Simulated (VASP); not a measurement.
# Cs (P6_3/mmc) in VASP: a series of runs

Cs is run at these levels: PBE; tasks: single point.

Everything below comes from runs of VASP 6.6.1. Logs are shortened: lines on timing, memory, paths and dates and some standing lists are left out, and cuts for length are marked.

## 1. The cell of the first run

The structure is hexagonal, space group P6_3/mmc (No. 194). Conventional cell: a = 5.453 Å, b = 5.453 Å, c = 9.069 Å, α = 90.00°, β = 90.00°, γ = 120.00°.

This isn't the form of Cs at room conditions, which is bcc.

## 2. Single point, PBE

INCAR reads:

```
PREC = Accurate ; ENCUT = 520
EDIFF = 1E-6 ; ISMEAR = -1
SIGMA = 0.05 ; LREAL = F
LASPH = T ; NELM = 100
ALGO = Normal ; ISIF = 2
LWAVE = F ; LCHARG = T
GGA = PE ; LELF = T
LVHAR = T ; NBANDS = 16
```

KPOINTS reads:

```
regular mesh
0
Gamma
  6 6 3
```

POSCAR reads:

```
Cs
1.0
    5.4526760872      0.0000000000      0.0000000000
   -2.7263380436      4.7221560102      0.0000000000
    0.0000000000      0.0000000000      9.0694773771
Cs
2
Direct
    0.6666666667      0.3333333333      0.7500000000
    0.3333333333      0.6666666667      0.2500000000
```

Potentials or basis: VASP PAW PBE potentials, release 64 (Cs_sv).

Started as:

```sh
$ cat potpaw_PBE.64/Cs_sv/POTCAR > POTCAR
$ mpirun -np 1 vasp_std > vasp.out
```

OUTCAR:

```text
PREC = Accurate
   ENCUT = 520
   EDIFF = 1E-6
   ISMEAR = -1
   LREAL = F
   LASPH = T
   NELM = 100
   ISIF = 2
   GGA = PE

 ion  position               nearest neighbor table
   1  0.667  0.333  0.750-
   2  0.333  0.667  0.250-

  LATTYP: Found a hexagonal cell.
 ALAT       =     5.4526760872
 C/A-ratio  =     1.6633075635

  Lattice vectors:

 A1 = (   5.4526760872,   0.0000000000,   0.0000000000)
 A2 = (  -2.7263380436,   4.7221560102,   0.0000000000)
 A3 = (   0.0000000000,   0.0000000000,   9.0694773771)

Analysis of symmetry for initial positions (statically):
=====================================================================
 Subroutine PRICEL returns:
 Original cell was already a primitive cell.

 Routine SETGRP: Setting up the symmetry group for a
 hexagonal supercell.

 Subroutine GETGRP returns: Found 24 space group operations
 (whereof 12 operations were pure point group operations)
 out of a pool of 24 trial point group operations.

The static configuration has the point symmetry D_3d.
 The point group associated with its full space group is D_6h.

Analysis of symmetry for dynamics (positions and initial velocities):
=====================================================================
 Subroutine PRICEL returns:
 Original cell was already a primitive cell.

 Routine SETGRP: Setting up the symmetry group for a
 hexagonal supercell.

 Subroutine GETGRP returns: Found 24 space group operations
 (whereof 12 operations were pure point group operations)
 out of a pool of 24 trial point group operations.

The dynamic configuration has the point symmetry D_3d.
 The point group associated with its full space group is D_6h.

 Subroutine INISYM returns: Found 24 space group operations
 (whereof 12 operations are pure point group operations),
 and found     1 'primitive' translations

----------------------------------------------------------------------------------------

                                     Primitive cell

  volume of cell :     233.5244

  direct lattice vectors                    reciprocal lattice vectors
     5.452676087  0.000000000  0.000000000     0.183396186  0.105883838  0.000000000
    -2.726338044  4.722156010  0.000000000     0.000000000  0.211767675  0.000000000
     0.000000000  0.000000000  9.069477377     0.000000000  0.000000000  0.110259937

  length of vectors
     5.452676087  5.452676087  9.069477377     0.211767675  0.211767675  0.110259937

  position of ions in fractional coordinates (direct lattice)
     0.666666667  0.333333333  0.750000000
     0.333333333  0.666666667  0.250000000

  ion indices of the primitive-cell ions
   primitive index   ion index
                 1           1
                 2           2

----------------------------------------------------------------------------------------

 KPOINTS: regular mesh

Automatic generation of k-mesh.
 Grid dimensions read from file:
 generate k-points for:    6    6    3

 Generating k-lattice:

  Cartesian coordinates                     Fractional coordinates (reciprocal lattice)
     0.030566031  0.017647306  0.000000000     0.166666667  0.000000000  0.000000000
     0.000000000  0.035294613  0.000000000     0.000000000  0.166666667  0.000000000
     0.000000000  0.000000000  0.036753312     0.000000000  0.000000000  0.333333333

  Length of vectors
     0.035294613  0.035294613  0.036753312

  Shift w.r.t. Gamma in fractional coordinates (k-lattice)
     0.000000000  0.000000000  0.000000000

 Subroutine IBZKPT returns following result:
 ===========================================

 Found     14 irreducible k-points:

 Following reciprocal coordinates:
            Coordinates               Weight
  0.000000  0.000000  0.000000      1.000000
  0.166667 -0.000000  0.000000      6.000000
  0.333333 -0.000000  0.000000      6.000000
  0.500000 -0.000000  0.000000      3.000000
  0.166667  0.166667  0.000000      6.000000
  0.333333  0.166667  0.000000     12.000000
  0.333333  0.333333  0.000000      2.000000
  0.000000  0.000000  0.333333      2.000000
  0.166667 -0.000000  0.333333     12.000000
  0.333333 -0.000000  0.333333     12.000000
  0.500000 -0.000000  0.333333      6.000000
  0.166667  0.166667  0.333333     12.000000
  0.333333  0.166667  0.333333     24.000000
  0.333333  0.333333  0.333333      4.000000
   k-points           NKPTS =     14   k-points in BZ     NKDIM =     14   number of bands    NBANDS=     16
   number of dos      NEDOS =    301   number of ions     NIONS =      2
   total plane-waves  NPLWV = 123480
   dimension x,y,z NGX =    42 NGY =   42 NGZ =   70
   dimension x,y,z NGXF=    84 NGYF=   84 NGZF=  140
   ions per type =               2
   NGX,Y,Z   is equivalent  to a cutoff of  12.81, 12.81, 12.83 a.u.
   NGXF,Y,Z  is equivalent  to a cutoff of  25.61, 25.61, 25.66 a.u.
 SYSTEM =  unknown system
   PREC   = accura    normal or accurate (medium, high low for compatibility)
   ISTART =      0    job   : 0-new  1-cont  2-samecut
   ICHARG =      2    charge: 1-file 2-atom 10-const
   ISPIN  =      1    spin polarized calculation?
   LNONCOLLINEAR =      F non collinear calculations
   LSORBIT =      F    spin-orbit coupling
   LASPH  =      T    aspherical Exc in radial PAW
   ENCUT  =  520.0 eV  38.22 Ry    6.18 a.u.  10.14 10.14 16.86*2*pi/ulx,y,z
   NELM   =    100;   NELMIN=  2; NELMDL= -5     # of ELM steps
   EDIFF  = 0.1E-05   stopping-criterion for ELM
   LREAL  =      F    real-space projection
   EDIFFG = 0.1E-04   stopping-criterion for IOM
   NSW    =      0    number of steps for IOM
   IBRION =     -1    ionic relax: 0-MD 1-quasi-New 2-CG
   NFREE  =      0    steps in history (QN), initial steepest desc. (CG)
   ISIF   =      2    stress and relaxation
   ISYM   =      2    0-nonsym 1-usesym 2-fastsym
   POTIM  = 0.5000    time-step for ionic-motion
   TEBEG  =    0.0;   TEEND  =   0.0 temperature during run
   PSTRESS=    0.0 pullay stress
   NELECT =      18.0000    total number of electrons
   NUPDOWN=      -1.0000    fix difference up-down
   EMIN   =  10.00;   EMAX   =-10.00  energy-range for DOS
   EFERMI =   0.00;   METHOD = LEGACY
   ISMEAR =    -1;   SIGMA  =   0.05  broadening in eV -4-tet -1-fermi 0-gaus
   EFERMI_NEDOS =   21; number of points for ismear=-14 and -15
   IALGO  =     38    algorithm
   IMIX   =      4    mixing-type and parameters
     AMIX     =   0.40;   BMIX     =  1.00
     AMIX_MAG =   1.60;   BMIX_MAG =  1.00
  volume/ion in A,a.u.               =     116.76       787.95
  Fermi-wavevector in a.u.,A,eV,Ry     =   0.696715  1.316600  6.604420  0.485411
  Thomas-Fermi vector in A             =   1.779842
   LORBIT       =      0    0 simple, 1 ext, 2 COOP (PROOUT), +10 PAW based schemes
   GGA     = PE    functional components
   LHFCALC =     F    Hartree Fock is set to
   AEXX    =    0.0000 exact exchange contribution
   IVDW    =     0    specifies the selected vdW correction
   LEPSILON=     F    determine dielectric tensor
   LRPA    =     F    only Hartree local field effects (RPA)
 non-spin polarized calculation
  energy-cutoff  :      520.00
  volume of cell :      233.52
 maximum number of plane-waves:      6327
 NGX is ok and might be reduce to    42
   NGX = 21   NGY = 21   NGZ = 33

 number of electron      17.9999998 magnetization

 Free energy of the ion-electron system (eV)
  ---------------------------------------------------
  ext. energy  EPLUGINS =         0.00000000
  ---------------------------------------------------
  free energy    TOTEN  =        -1.69466090 eV

  energy without entropy =       -1.66020783  energy(sigma->0) =       -1.67743437

 E-fermi :   0.4122     XC(G=0):  -5.3681

 val. band max:        0.3559955526   @ k =   0.0000   0.0000   0.0000
 cond. band min:       0.4164848942   @ k =   0.5000  -0.0000   0.0000
 fundamental gap:      0.0604893415
 Fermi energy:         0.4122335661

 k-point     1 :       0.0000    0.0000    0.0000
  band No.  band energies     occupation
      1     -23.4440      2.00000
      2     -23.4389      2.00000
      3     -10.3144      2.00000
      4     -10.2066      2.00000
      5     -10.2066      2.00000
      6     -10.1916      2.00000
[... 8 lines left out ...]
     15       3.1121      0.00000
     16       3.1121      0.00000

 k-point     2 :       0.1667   -0.0000    0.0000
  band No.  band energies     occupation
      1     -23.4427      2.00000
      2     -23.4382      2.00000
      3     -10.3035      2.00000
      4     -10.2328      2.00000
      5     -10.2175      2.00000
      6     -10.2145      2.00000
[... 8 lines left out ...]
     15       3.0512      0.00000
     16       3.0846      0.00000

 k-point     3 :       0.3333   -0.0000    0.0000
  band No.  band energies     occupation
      1     -23.4399      2.00000
      2     -23.4369      2.00000
      3     -10.2855      2.00000
      4     -10.2774      2.00000
      5     -10.2687      2.00000
      6     -10.2296      2.00000
[... 8 lines left out ...]
     15       2.8878      0.00000
     16       3.5742      0.00000

 k-point     4 :       0.5000   -0.0000    0.0000
  band No.  band energies     occupation
      1     -23.4382      2.00000
      2     -23.4365      2.00000
      3     -10.3118      2.00000
      4     -10.2933      2.00000
      5     -10.2585      2.00000
      6     -10.2369      2.00000
[... 8 lines left out ...]
     15       2.7563      0.00000
     16       3.9452      0.00000

 k-point     5 :       0.1667    0.1667    0.0000
  band No.  band energies     occupation
      1     -23.4406      2.00000
      2     -23.4372      2.00000
      3     -10.2848      2.00000
      4     -10.2622      2.00000
      5     -10.2597      2.00000
      6     -10.2253      2.00000
[... 8 lines left out ...]
     15       2.7944      0.00000
     16       3.3322      0.00000

 k-point     6 :       0.3333    0.1667    0.0000
  band No.  band energies     occupation
      1     -23.4382      2.00000
      2     -23.4365      2.00000
      3     -10.2979      2.00000
      4     -10.2826      2.00000
      5     -10.2588      2.00000
      6     -10.2475      2.00000
[... 8 lines left out ...]
     15       2.4623      0.00000
     16       3.4322      0.00000

 k-point     7 :       0.3333    0.3333    0.0000
  band No.  band energies     occupation
      1     -23.4369      2.00000
      2     -23.4369      2.00000
      3     -10.2884      2.00000
      4     -10.2718      2.00000
      5     -10.2718      2.00000
      6     -10.2535      2.00000
[... 8 lines left out ...]
     15       2.5294      0.00000
     16       3.3461      0.00000

 k-point     8 :       0.0000    0.0000    0.3333
  band No.  band energies     occupation
      1     -23.4428      2.00000
      2     -23.4402      2.00000
      3     -10.2844      2.00000
      4     -10.2231      2.00000
      5     -10.2026      2.00000
      6     -10.2026      2.00000
[... 8 lines left out ...]
     15       2.9327      0.00000
     16       2.9327      0.00000

 k-point     9 :       0.1667   -0.0000    0.3333
  band No.  band energies     occupation
      1     -23.4416      2.00000
      2     -23.4393      2.00000
      3     -10.2811      2.00000
      4     -10.2373      2.00000
      5     -10.2245      2.00000
      6     -10.2097      2.00000
[... 8 lines left out ...]
     15       2.9683      0.00000
     16       3.0961      0.00000

 k-point    10 :       0.3333   -0.0000    0.3333
  band No.  band energies     occupation
      1     -23.4391      2.00000
      2     -23.4377      2.00000
      3     -10.2971      2.00000
      4     -10.2839      2.00000
      5     -10.2434      2.00000
      6     -10.2235      2.00000
[... 8 lines left out ...]
     15       3.0516      0.00000
     16       3.4616      0.00000

 k-point    11 :       0.5000   -0.0000    0.3333
  band No.  band energies     occupation
      1     -23.4378      2.00000
      2     -23.4370      2.00000
      3     -10.3183      2.00000
      4     -10.3079      2.00000
      5     -10.2372      2.00000
      6     -10.2302      2.00000
[... 8 lines left out ...]
     15       2.9826      0.00000
     16       3.6266      0.00000

 k-point    12 :       0.1667    0.1667    0.3333
  band No.  band energies     occupation
      1     -23.4398      2.00000
      2     -23.4381      2.00000
      3     -10.2850      2.00000
      4     -10.2691      2.00000
      5     -10.2406      2.00000
      6     -10.2277      2.00000
[... 8 lines left out ...]
     15       2.8248      0.00000
     16       3.2599      0.00000

 k-point    13 :       0.3333    0.1667    0.3333
  band No.  band energies     occupation
      1     -23.4378      2.00000
      2     -23.4370      2.00000
      3     -10.3047      2.00000
      4     -10.2966      2.00000
      5     -10.2502      2.00000
      6     -10.2381      2.00000
[... 8 lines left out ...]
     15       2.6925      0.00000
     16       3.3980      0.00000

 k-point    14 :       0.3333    0.3333    0.3333
  band No.  band energies     occupation
      1     -23.4369      2.00000
      2     -23.4369      2.00000
      3     -10.2885      2.00000
      4     -10.2885      2.00000
      5     -10.2797      2.00000
      6     -10.2623      2.00000
[... 8 lines left out ...]
     15       2.7928      0.00000
     16       3.5176      0.00000

------------------------ aborting loop because EDIFF is reached ----------------------------------------

  FORCE on cell =-STRESS in cart. coord.  units (eV):
  Direction    XX          YY          ZZ          XY          YZ          ZX
  --------------------------------------------------------------------------------------
  -------------------------------------------------------------------------------------
  Total        0.0742789      0.0742789     -0.0532893     -0.0000000     -0.0000000      0.0000000
  in kB        0.5096171      0.5096171     -0.3656100     -0.0000000     -0.0000000      0.0000000
  external PRESSURE =       0.2178747 kB  Pullay stress =       0.0000000 kB

 VOLUME and BASIS-vectors are now :
 -----------------------------------------------------------------------------
  energy-cutoff  :      520.00
  volume of cell :      233.52
      direct lattice vectors                 reciprocal lattice vectors
     5.452676087  0.000000000  0.000000000     0.183396186  0.105883838  0.000000000
    -2.726338044  4.722156010  0.000000000     0.000000000  0.211767675  0.000000000
     0.000000000  0.000000000  9.069477377     0.000000000  0.000000000  0.110259937

 POSITION                                       TOTAL-FORCE (eV/Angst)
 -----------------------------------------------------------------------------------
      2.72634      1.57405      6.80211        -0.000000      0.000000      0.000000
     -0.00000      3.14810      2.26737         0.000000     -0.000000      0.000000
 -----------------------------------------------------------------------------------
    total drift:                               -0.000000      0.000000     -0.000000

  FREE ENERGIE OF THE ION-ELECTRON SYSTEM (eV)
  ---------------------------------------------------
  free  energy   TOTEN  =        -1.6946609016 eV

  energy  without entropy=       -1.6602078329  energy(sigma->0) =       -1.67743437
```

Run time: 61 s. Hardware: 1 thread of Intel Xeon Platinum 8259CL at 2.50GHz (Skylake/Cascade Lake), shared host; peak memory 0.35 GiB.

What came out:

| Quantity | Value |
| --- | --- |
| Free energy | -1.6947 eV |
| Pressure | 0.0 GPa |
| Band gap on the k mesh | zero (bands 9 and 10 overlap by 1.41 eV) |

Levels at points of the mesh, in eV from the Fermi level:
| k point | band 7 | band 8 | band 9 | band 10 | band 11 | band 12 |
| --- | --- | --- | --- | --- | --- | --- |
| (0.00, 0.00, 0.00) | -10.60 | -10.60 | -1.66 | -0.06 | 0.71 | 2.35 |
| (0.50, 0.00, 0.00) | -10.63 | -10.62 | 0.00 | 0.35 | 0.78 | 0.99 |

Caveat: spin-orbit coupling is left out, which moves the levels of the heavy elements.

## 3. Single point, PBE

This run uses another cell than the first one, of 119.25 Å³/atom.

INCAR reads:

```
SYSTEM = Cs
PREC = Accurate
ENCUT = 520
EDIFF = 1E-6
ISMEAR = -1
SIGMA = 0.05
LREAL = .FALSE.
LASPH = .TRUE.
NELM = 80
ALGO = Normal
ISIF = 2
LWAVE = .FALSE.
LCHARG = .FALSE.
GGA = PE
NBANDS = 16
```

KPOINTS reads:

```
regular mesh
0
G
  6 6 3
  0 0 0
```

POSCAR reads:

```
Cs
1.0
    5.4910764797      0.0000000000      0.0000000000
   -2.7455382399      4.7554117256      0.0000000000
    0.0000000000      0.0000000000      9.1333490404
Cs
2
Direct
    0.6666666667      0.3333333333      0.7500000000
    0.3333333333      0.6666666667      0.2500000000
```

Potentials or basis: VASP PAW PBE potentials, release 64 (Cs_sv).

Started as:

```sh
$ cat potpaw_PBE.64/Cs_sv/POTCAR > POTCAR
$ mpirun -np 1 vasp_std > vasp.out
```

Run time: 63 s. Hardware: 1 thread of Intel Xeon Platinum 8259CL at 2.50GHz (Skylake/Cascade Lake), shared host; peak memory 0.35 GiB.

The run converged. Its results:

```
Free energy            : -1.6950 eV
Pressure               : 0.0 GPa
Band gap on the k mesh : zero (bands 9 and 10 overlap by 1.40 eV)
```

Stress tensor (GPa, compression positive):
```
 0.01  0.00  0.00
 0.00  0.01  0.00
 0.00  0.00 -0.08
```

Levels at points of the mesh, in eV from the Fermi level:
```
           k point  band 7  band 8  band 9  band 10  band 11  band 12
(0.00, 0.00, 0.00)  -10.62  -10.62   -1.64    -0.05     0.69     2.34
(0.50, 0.00, 0.00)  -10.64  -10.64    0.01     0.35     0.79     0.99
```

Caveat: spin-orbit coupling is left out, which moves the levels of the heavy elements.

[end of part 1 of 2]

The gap in the log of VASP goes by the Fermi energy; the results here count the filled bands.